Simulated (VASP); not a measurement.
# Nd2ScCl2 (Cmmm) in VASP: further runs, part 2 of 2

VASP 6.6.1. The steps go on from the part before.

### Step 4. Relaxation of cell and atoms, PBE

This run uses another cell than the first one, of 27.42 Å³/atom.

Contents of INCAR:

```
ALGO = Normal
EDIFF = 1E-7
EDIFFG = -0.04
ENCUT = 500
GGA = PE
GGA_COMPAT = F
IBRION = 2
ISIF = 3
ISMEAR = 0
LASPH = T
LCHARG = F
LMAXMIX = 6
LREAL = F
LWAVE = F
NELM = 200
NELMIN = 4
NSW = 90
PREC = Accurate
SIGMA = 0.1
```

Contents of KPOINTS:

```
k-points
0
Gamma
  4 4 4
```

Contents of POSCAR:

```
Nd2ScCl2
1.0
    2.1329139100     -7.8497655500      0.0000000000
    2.1329139100      7.8497655500      0.0000000000
    0.0000000000      0.0000000000      4.0942231100
Nd Sc Cl
2 1 2
Direct
    0.3624464100      0.6375535900      0.5000000000
    0.6375535900      0.3624464100      0.5000000000
    0.0000000000      0.0000000000      0.0000000000
    0.2000632400      0.7999367600      0.0000000000
    0.7999367600      0.2000632400      0.0000000000
```

Potentials or basis: VASP PAW PBE potentials, release 64 (Nd_3, Sc_sv, Cl), 4f in core.

Launch:

```console
$ cat potpaw_PBE.64/Nd_3/POTCAR potpaw_PBE.64/Sc_sv/POTCAR potpaw_PBE.64/Cl/POTCAR > POTCAR
$ mpirun -np 1 vasp_std > vasp.out
```

OUTCAR:

```text
EDIFF = 1E-7
   EDIFFG = -0.04
   ENCUT = 500
   GGA = PE
   IBRION = 2
   ISIF = 3
   ISMEAR = 0
   LASPH = T
   LREAL = F
   NELM = 200
   NELMIN = 4
   NSW = 90
   PREC = Accurate

 ion  position               nearest neighbor table
   1  0.362  0.638  0.500-   5 3.11   5 3.11   5 3.11   5 3.11
   2  0.638  0.362  0.500-   4 3.11   4 3.11   4 3.11   4 3.11
   3  0.000  0.000  0.000-
   4  0.200  0.800  0.000-   5 2.65   5 2.65   2 3.11   2 3.11   2 3.11   2 3.11
   5  0.800  0.200  0.000-   4 2.65   4 2.65   1 3.11   1 3.11   1 3.11   1 3.11

  LATTYP: Found a base centered orthorhombic cell.
 ALAT       =     4.2658278200
 B/A-ratio  =     3.6803011660
 C/A-ratio  =     0.9597722371

  Lattice vectors:

 A1 = (   2.1329139100,  -7.8497655500,   0.0000000000)
 A2 = (   2.1329139100,   7.8497655500,   0.0000000000)
 A3 = (   0.0000000000,   0.0000000000,   4.0942231100)

[... 168 lines left out ...]

 number of electron      47.0000001 magnetization

 Free energy of the ion-electron system (eV)
  ---------------------------------------------------
  ext. energy  EPLUGINS =         0.00000000
  ---------------------------------------------------
  free energy    TOTEN  =       -22.81031024 eV

  energy without entropy =      -22.77313227  energy(sigma->0) =      -22.79172126

 E-fermi :   4.6505     XC(G=0):  -9.6242

 val. band max:        4.6487328418   @ k =   0.2500   0.2500   0.2500
 cond. band min:       4.6535306634   @ k =   0.2500   0.0000   0.2500
 fundamental gap:      0.0047978216
 Fermi energy:         4.6505193829
[... 1618 lines left out ...]
--------------------------------------- Ionic step        9  -------------------------------------------

 number of electron      47.0000002 magnetization

 Free energy of the ion-electron system (eV)
  ---------------------------------------------------
  ext. energy  EPLUGINS =         0.00000000
  ---------------------------------------------------
  free energy    TOTEN  =       -24.22846134 eV

  energy without entropy =      -24.20105299  energy(sigma->0) =      -24.21475717

 E-fermi :   5.6028     XC(G=0): -10.1024

 val. band max:        5.5956018649   @ k =   0.5000   0.0000   0.2500
 cond. band min:       5.6547013235   @ k =   0.2500   0.2500   0.2500
 fundamental gap:      0.0590994586
 Fermi energy:         5.6028314888
[... 681 lines left out ...]
  FREE ENERGIE OF THE ION-ELECTRON SYSTEM (eV)
  ---------------------------------------------------
  free  energy   TOTEN  =       -24.2284613402 eV

  energy  without entropy=      -24.2010529936  energy(sigma->0) =      -24.21475717

 reached required accuracy - stopping structural energy minimisation
```

Run time: 7.2 min. Hardware: 1 thread of Intel Xeon 6975P-C (Granite Rapids), shared host; peak memory 0.38 GiB.

What came out:

| Property | Result |
| --- | --- |
| Free energy | -24.2285 eV |
| Relaxed volume | 24.49 Å³/atom |
| Relaxed cell | a = 7.820 Å, b = 7.820 Å, c = 3.612 Å, α = 90.00°, β = 90.00°, γ = 146.33° |
| Space group after relaxing (to 0.1 Å) | Cmmm (No. 65) |
| Energy gained by relaxing | 283.6 meV/atom |
| Ionic steps | 9 |
| Pressure after relaxing | 0.0 GPa |
| Largest force after relaxing | 0.038 eV/Å |
| Band gap on the k mesh | zero (an odd number of electrons rules out a gap without spin polarisation) |

Forces on the atoms (eV/Å):
```
Nd   0.000 -0.021  0.000
Nd   0.000  0.021  0.000
Sc   0.000  0.000  0.000
Cl   0.000  0.038  0.000
Cl   0.000 -0.038  0.000
```

Stress tensor (GPa, compression positive):
```
-0.17  0.00  0.00
 0.00  0.25  0.00
 0.00  0.00  0.06
```

Step by step:
| step | energy change (eV) | largest force (eV/Å) | pressure (GPa) | volume (Å³) |
| --- | --- | --- | --- | --- |
| 1 | 0.0000 | 2.7975 | -1.93 | 137.10 |
| 2 | -0.8978 | 1.5768 | -1.81 | 130.42 |
| 3 | -1.2971 | 0.0894 | 2.83 | 117.24 |
| 4 | -1.3615 | 0.3456 | 1.05 | 120.61 |
| 5 | -1.4072 | 0.1711 | -0.60 | 123.82 |
| 6 | -1.4079 | 0.1465 | -0.79 | 124.25 |
| 7 | -1.4170 | 0.0328 | 0.11 | 122.26 |
| 8 | -1.4171 | 0.0440 | 0.03 | 122.44 |
| 9 | -1.4182 | 0.0382 | 0.05 | 122.45 |

Final structure:
```
CELL_PARAMETERS angstrom
2.26473 -7.48440 0.00000
2.26473 7.48440 0.00000
0.00000 0.00000 3.61200
ATOMIC_POSITIONS crystal
Nd 0.36384 0.63616 0.50000
Nd 0.63616 0.36384 0.50000
Sc 0.00000 0.00000 0.00000
Cl 0.17580 0.82420 0.00000
Cl 0.82420 0.17580 0.00000
```

Caveat: the k points lie up to 0.43 Å⁻¹ apart in the final cell, too coarse for converged energies and pressures of a metal; spin-orbit coupling is left out, which moves the levels of the heavy elements; the 4f electrons are frozen in the core, so they carry no moment and show no levels; an odd number of electrons without spin polarisation forces a metal; a magnetic or distorted state may lie lower; the run has no spin polarisation, though such a crystal can be magnetic. With open d or f shells a metallic result of PBE can be an artefact of self-interaction; +U or a hybrid may open a gap.

### Step 5. Single point, PBE, collinear spin

Contents of INCAR:

```
SYSTEM = Nd2ScCl2
PREC     = Accurate       ! precision mode
ENCUT    = 500            ! plane-wave cutoff, eV
EDIFF    = 1E-6           ! SCF threshold, eV
ISMEAR   = 0              ! smearing method
SIGMA    = 0.1            ! smearing width, eV
LREAL    = .False.        ! projectors in reciprocal space
LASPH    = .True.         ! aspherical terms in the spheres
NELM     = 200            ! most SCF steps
ALGO     = Normal         ! electronic algorithm
ISIF     = 2              ! what is computed and relaxed
LWAVE    = .False.        ! write WAVECAR
LCHARG   = .True.         ! write CHGCAR
ISPIN    = 2              ! spin polarisation
MAGMOM   = 0 0 1 0 0      ! initial moments
LORBIT   = 11             ! projections on sites
LMAXMIX  = 6              ! l up to which the mixer works
GGA      = PE             ! functional
LELF     = .True.         ! ELF
LVHAR    = .True.       
NBANDS   = 36             ! bands
GGA_COMPAT= .False.
```

Contents of KPOINTS:

```
Automatic mesh
0
Gamma
  4 4 4
  0 0 0
```

Contents of POSCAR:

```
Nd2ScCl2
1.0
    1.9571017551     -8.4385651265      0.0000000000
    1.9571017551      8.4385651265      0.0000000000
    0.0000000000      0.0000000000      3.9873850593
Nd Sc Cl
2 1 2
Direct
    0.3798303060      0.6201696940      0.5000000000
    0.6201696940      0.3798303060      0.5000000000
    0.0000000000      0.0000000000      0.0000000000
    0.1602520583      0.8397479417      0.0000000000
    0.8397479417      0.1602520583      0.0000000000
```

Launch:

```console
$ cat potpaw_PBE.64/Nd_3/POTCAR potpaw_PBE.64/Sc_sv/POTCAR potpaw_PBE.64/Cl/POTCAR > POTCAR
$ mpirun -np 1 vasp_std > vasp.out
```

Run time: 3.8 min. Hardware: 1 thread of Intel Xeon 6975P-C (Granite Rapids), shared host; peak memory 0.52 GiB.

The run converged. Its results:

| Property | Result |
| --- | --- |
| Free energy | -24.5522 eV |
| Pressure | 0.2 GPa |
| Largest force | 0.035 eV/Å |
| Net moment | 0.00 μB per cell |
| Valence electrons inside the program's atomic spheres | Nd 8.89; Sc 9.35; Cl 5.13 |

Forces on the atoms (eV/Å):
```
Nd   0.000  0.035  0.000
Nd   0.000 -0.035  0.000
Sc   0.000  0.000  0.000
Cl   0.000 -0.003  0.000
Cl   0.000  0.003  0.000
```

Levels at points of the mesh, in eV from the Fermi level:
Spin up:
```tsv
k point	band 21	band 22	band 23	band 24	band 25	band 26
(0.00, 0.00, 0.00)	-2.76	-1.81	-1.29	0.89	0.95	0.99
(0.50, 0.00, 0.00)	-1.35	-0.46	0.14	0.57	0.66	1.27
(0.50, 0.50, 0.00)	-2.38	-1.80	-1.32	0.06	0.78	1.06
(0.00, 0.00, 0.50)	-1.36	-0.69	-0.04	0.31	0.77	1.05
(0.50, 0.00, 0.50)	-0.70	-0.61	-0.55	-0.43	-0.33	2.10
(0.50, 0.50, 0.50)	-1.42	-0.46	-0.39	0.65	0.94	1.37
```
Spin down:
```csv
k point,band 20,band 21,band 22,band 23,band 24,band 25,band 26,band 27
"(0.00, 0.00, 0.00)",-5.86,-2.76,-1.81,-1.29,0.89,0.95,0.99,1.20
"(0.50, 0.00, 0.00)",-6.31,-1.35,-0.46,0.14,0.57,0.66,1.27,1.28
"(0.50, 0.50, 0.00)",-5.88,-2.38,-1.80,-1.32,0.06,0.78,1.06,1.16
"(0.00, 0.00, 0.50)",-5.87,-1.36,-0.69,-0.04,0.31,0.77,1.05,1.29
"(0.50, 0.00, 0.50)",-6.09,-0.70,-0.61,-0.55,-0.43,-0.33,2.10,2.19
"(0.50, 0.50, 0.50)",-6.29,-1.42,-0.46,-0.39,0.65,0.94,1.37,1.41
```

Caveat: the k points lie up to 0.41 Å⁻¹ apart; the magnetic or orbital state may not be the lowest; the moments typed at the start vanished in this run; spin-orbit coupling is left out, which moves the levels of the heavy elements; the 4f electrons are frozen in the core, so they carry no moment and show no levels.

### Step 6. Summary

```csv
task,spin,cell,gap on the mesh (eV),pressure (GPa),largest force (eV/Å)
single point,off,"a = 8.663, b = 8.663, c = 3.987 Å, angles 90.0, 90.0, 153.9°, 5 atoms, atomic positions A",none,0.2,0.04
single point,off,"a = 8.134, b = 8.134, c = 4.094 Å, angles 90.0, 90.0, 149.6°, 5 atoms, atomic positions B",none,-1.9,2.80
relaxation of cell and atoms,off,"relaxed from a = 8.134, b = 8.134, c = 4.094 Å, angles 90.0, 90.0, 149.6°, 5 atoms, atomic positions B",none,0.0,0.04
single point,collinear,"a = 8.663, b = 8.663, c = 3.987 Å, angles 90.0, 90.0, 153.9°, 5 atoms, atomic positions A",none,0.2,0.04
```

Alike in all rows: level PBE; potentials or basis VASP PAW PBE potentials, release 64 (Nd_3, Sc_sv, Cl), 4f in core; k mesh 4 × 4 × 4; cutoff (eV) 500; smearing gaussian 0.1 eV.

Caveats: all runs use coarse meshes; spin-orbit coupling is left out, which moves the levels of the heavy elements; the 4f electrons are frozen in the core, so they carry no moment and show no levels; an odd number of electrons without spin polarisation forces a metal (at least some runs); a magnetic or distorted state may lie lower (at least some runs); the magnetic or orbital state may not be the lowest (at least some runs); the moments typed at the start vanished in this run (at least some runs).

Absolute energies hang on the potentials; compare differences alone.

The gap in the log of VASP goes by the Fermi energy; the results here count the filled bands.